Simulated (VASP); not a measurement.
A run of VASP 6.6.1 is set up as follows.

POSCAR

```
TiSe
1.0
    3.4818193559      0.0000000000      0.0000000000
   -1.7409096779      3.0153440136      0.0000000000
    0.0000000000      0.0000000000      6.8118675200
Ti Se
2 2
Direct
    0.0000000000      0.0000000000      0.0000000000
    0.0000000000      0.0000000000      0.5000000000
    0.3333333333      0.6666666667      0.2500000000
    0.6666666667      0.3333333333      0.7500000000
```

File INCAR.step1:

```
  ALGO = Normal
  EDIFF = 1E-4
  ENCUT = 520
  GGA = PE
  ISMEAR = -1
  LASPH = True
  LCHARG = False
  LREAL = False
  LWAVE = True
  NBANDS = 26
  NELM = 60
  PREC = Accurate
  SIGMA = 0.1
```

INCAR.step2

```
  ALGO = Normal
  EDIFF = 1E-6
  ENCUT = 520
  ISIF = 2
  ISMEAR = -1
  ISTART = 1
  LASPH = True
  LCHARG = False
  LMIXTAU = True
  LREAL = False
  LWAVE = False
  METAGGA = R2SCAN
  NBANDS = 26
  NELM = 60
  PREC = Accurate
  SIGMA = 0.1
```

KPOINTS

```
k-points
0
Gamma
  11 11 5
```

Potentials or basis: VASP PAW PBE potentials, release 64 (Ti_sv, Se).

Command:

```console
$ cat potpaw_PBE.64/Ti_sv/POTCAR potpaw_PBE.64/Se/POTCAR > POTCAR
$ cp INCAR.step1 INCAR
$ mpirun -np 1 vasp_std > vasp.out
$ cp INCAR.step2 INCAR
$ mpirun -np 1 vasp_std > vasp.out
```

**Question.** What does it give for the band gap on the k mesh?

**Answer.** Zero (bands 18 and 19 overlap by 0.40 eV).

**Question.** What does it give for the pressure?

**Answer.** -4.0 GPa.

Stress tensor (GPa, compression positive):
```
-3.66  0.00  0.00
 0.00 -3.66  0.00
 0.00  0.00 -4.67
```

Caveat: the cell stands under tension; the PAW data sets were made with another functional, which shifts forces and pressure a little.
